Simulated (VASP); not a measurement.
Here is a VASP 6.6.1 calculation.

File POSCAR:

```
K
1.0
    4.5615974539      1.1403993635      1.1403993635
    1.1403993635      4.5615974539      1.1403993635
    1.1403993635      1.1403993635      4.5615974539
K
1
Direct
    0.0000000000      0.0000000000      0.0000000000
```

Contents of INCAR.step1:

```
SYSTEM = K
ALGO     = Normal         ! electronic algorithm
EDIFF    = 1E-4           ! SCF threshold, eV
ENCUT    = 520            ! plane-wave cutoff, eV
GGA      = PE             ! functional
ISMEAR   = 0              ! smearing method
LASPH    = .TRUE.         ! aspherical terms in the spheres
LCHARG   = .FALSE.        ! write CHGCAR
LREAL    = .FALSE.        ! projectors in reciprocal space
LWAVE    = .TRUE.         ! write WAVECAR
NBANDS   = 10             ! bands
NELM     = 100            ! most SCF steps
PREC     = Accurate       ! precision mode
SIGMA    = 0.15           ! smearing width, eV
```

INCAR.step2

```
SYSTEM = K
ALGO     = Normal         ! electronic algorithm
EDIFF    = 1E-7           ! SCF threshold, eV
ENCUT    = 520            ! plane-wave cutoff, eV
ISIF     = 2              ! what is computed and relaxed
ISMEAR   = 0              ! smearing method
ISTART   = 1            
LASPH    = .TRUE.         ! aspherical terms in the spheres
LCHARG   = .FALSE.        ! write CHGCAR
LMIXTAU  = .TRUE.       
LREAL    = .FALSE.        ! projectors in reciprocal space
LWAVE    = .FALSE.        ! write WAVECAR
METAGGA  = R2SCAN         ! meta-GGA
NBANDS   = 10             ! bands
NELM     = 100            ! most SCF steps
PREC     = Accurate       ! precision mode
SIGMA    = 0.15           ! smearing width, eV
```

The input KPOINTS:

```
k-points
0
G
  12 12 12
  0 0 0
```

Potentials or basis: VASP PAW PBE potentials, release 64 (K_sv).

The run is started by

```bash
$ cat potpaw_PBE.64/K_sv/POTCAR > POTCAR
$ cp INCAR.step1 INCAR
$ mpirun -np 1 vasp_std > vasp.out
$ cp INCAR.step2 INCAR
$ mpirun -np 1 vasp_std > vasp.out
```

Q: What does it give for the pressure?

A: -0.2 GPa.

Caveat: the PAW data sets were made with another functional, which shifts forces and pressure a little.
